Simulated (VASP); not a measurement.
The system is AlFe.

```
Fe Al
1.0
     2.91000    0.00000    0.00000
     0.00000    2.91000    0.00000
     0.00000    0.00000    2.91000
Fe Al
1 1
Cartesian
  1.4550 1.4550 1.4550
  0.0000 0.0000 0.0000
```

Base run:

| Item | Value |
| --- | --- |
| Program | VASP 6.6.1 |
| Functional | LDA |
| Potentials or basis | VASP PAW LDA potentials, release 64 (Fe, Al) |
| Cutoff | 520 eV |
| k mesh | 9 × 9 × 9 |
| Occupations | fermi-dirac, width 0.05 eV |
| Spin | collinear spin, ferromagnetic start |
| Starting moments | [3.0, 0.0] μB |

Its results: pressure -16.2 GPa; net moment 0.58 μB per cell; site moments Fe +0.61; Al -0.02 μB.

The run is repeated on the same cell with these changes: functional from LDA to RPBE; potentials or basis from VASP PAW LDA potentials, release 64 (Fe, Al) to VASP PAW PBE potentials, release 64 (Fe, Al). What comes out?

Pressure -2.5 GPa; net moment 0.67 μB per cell; site moments Fe +0.72; Al -0.03 μB.

Caveats: the cell stands under tension (at least some runs); the PAW data sets were made with another functional, which shifts forces and pressure a little (at least some runs).
